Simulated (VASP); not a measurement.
Si, 8 atoms in the cell. It takes space group Ibca (No. 73, orthorhombic). The conventional cell has a = 6.166 Å, b = 6.166 Å, c = 6.956 Å, α = 90.00°, β = 90.00°, γ = 90.00°. Within 2.9 Å of Si (site symmetry 1) lie 4 Si at 2.22 to 2.41 Å.  This cell differs from its parent crystal: volume 16.528 Å^3 an atom, c/a of the conventional cell 1.1282.

```yaml
Program: VASP 6.6.1
Task: single point
Functional: PBEsol
Potentials_or_basis: VASP PAW PBE potentials, release 64 (Si)
Cutoff: 520 eV
k_mesh: 10 × 10 × 10
Occupations: gaussian, width 0.15 eV
Spin: no spin polarisation
Dipole_correction: no
Further_INCAR_settings: ALGO = Normal; EDIFF = 1e-06; NBANDS = 26
```

Potentials or basis: VASP PAW PBE potentials, release 64 (Si).

The run is started by

```console
$ cat potpaw_PBE.64/Si/POTCAR > POTCAR
$ mpirun -np 1 vasp_std > vasp.out
```

Hardware: 1 thread of AMD EPYC 7R43 64-Core Processor (Zen 3), with other jobs on the host.

Problem. How long does it take, and how much memory?

Solution. It took 9.1 min on 1 thread of AMD EPYC 7R43 64-Core Processor (Zen 3), with other jobs on the host, peak memory 0.48 GiB. Counts: scf iterations 13, k points 171.
